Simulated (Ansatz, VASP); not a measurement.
# NiO in VASP and in Ansatz

```xyz
4
Lattice="0.0000 2.0913 2.0913 2.0913 0.0000 2.0913 4.1826 4.1826 0.0000" Properties=species:S:1:pos:R:3 pbc="T T T"
Ni    0.0000    0.0000    0.0000
Ni    2.0913    2.0913    0.0000
O     2.0913    2.0913    2.0913
O     4.1826    4.1826    2.0913
```

Alike in both runs: task single point; functional LDA; k mesh 8 × 8 × 8; occupations gaussian, width 0.05 eV; collinear spin; Hubbard terms Ni d U = 5.0 eV, J = 0.9 eV.

|  | VASP | Ansatz |
| --- | --- | --- |
| version | VASP 6.6.1 | Ansatz 0.2.0 |
| potentials or method | VASP PAW LDA potentials, release 64 (Ni, O), cutoff 520 eV | scalar-relativistic, plane waves, PAW |
| valence electrons in the cell | 32 | 48 |

```csv
,VASP,Ansatz,Ansatz less VASP
gap on the k mesh at the Fermi level (eV),2.60,2.55,-0.051
least direct gap on the mesh (eV),3.03,3.01,-0.025
pressure (GPa),-17.4,-10.8,+6.63
net moment per atom (μB),0.00,0.00,0.000
size of the moment on the site where the two differ most (μB),1.62,1.58,-0.036
```

LDA's correlation is that of Perdew and Zunger in VASP and of Perdew and Wang (1992) in Ansatz. Site moments also hang on the region over which each program counts them. The programs project onto different local orbitals, so the same U acts differently, and such runs can settle in different states. VASP's potentials hold 32 valence electrons a cell and Ansatz's 48, so a difference there can come from the potentials and not from the codes. Ansatz's warnings: stress scf threshold loose.
